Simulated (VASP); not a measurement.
Here is a VASP 6.6.1 calculation.

The input POSCAR:

```
Al
1.0
   -1.5434821293      1.5434821293      1.5434821293
    1.5434821293     -1.5434821293      1.5434821293
    1.5434821293      1.5434821293     -1.5434821293
Al
1
Direct
    0.0000000000      0.0000000000      0.0000000000
```

INCAR.step1

```
  PREC = Accurate
  ENCUT = 520
  ISMEAR = 0
  SIGMA = 0.15
  LREAL = F
  LASPH = T
  NELM = 80
  NBANDS = 8
  GGA = PE
  ALGO = Normal
  EDIFF = 1E-4
  LWAVE = T
  LCHARG = F
```

The input INCAR.step2:

```
  PREC = Accurate
  ENCUT = 520
  EDIFF = 1E-6
  ISMEAR = 0
  SIGMA = 0.15
  LREAL = F
  LASPH = T
  NELM = 80
  ALGO = Normal
  ISIF = 2
  LWAVE = F
  LCHARG = F
  METAGGA = R2SCAN
  LMIXTAU = T
  NBANDS = 8
  ISTART = 1
```

Contents of KPOINTS:

```
regular mesh
0
Gamma
  20 20 20
```

Potentials or basis: VASP PAW PBE potentials, release 64 (Al).

Launch:

```bash
$ cat potpaw_PBE.64/Al/POTCAR > POTCAR
$ cp INCAR.step1 INCAR
$ mpirun -np 1 vasp_std > vasp.out
$ cp INCAR.step2 INCAR
$ mpirun -np 1 vasp_std > vasp.out
```

Problem. What does it give for the pressure?

Solution. 9.4 GPa.

Caveat: the cell differs from its parent crystal (strain -0.030 along x and y, -0.030 along z); the PAW data sets were made with another functional, which shifts forces and pressure a little.
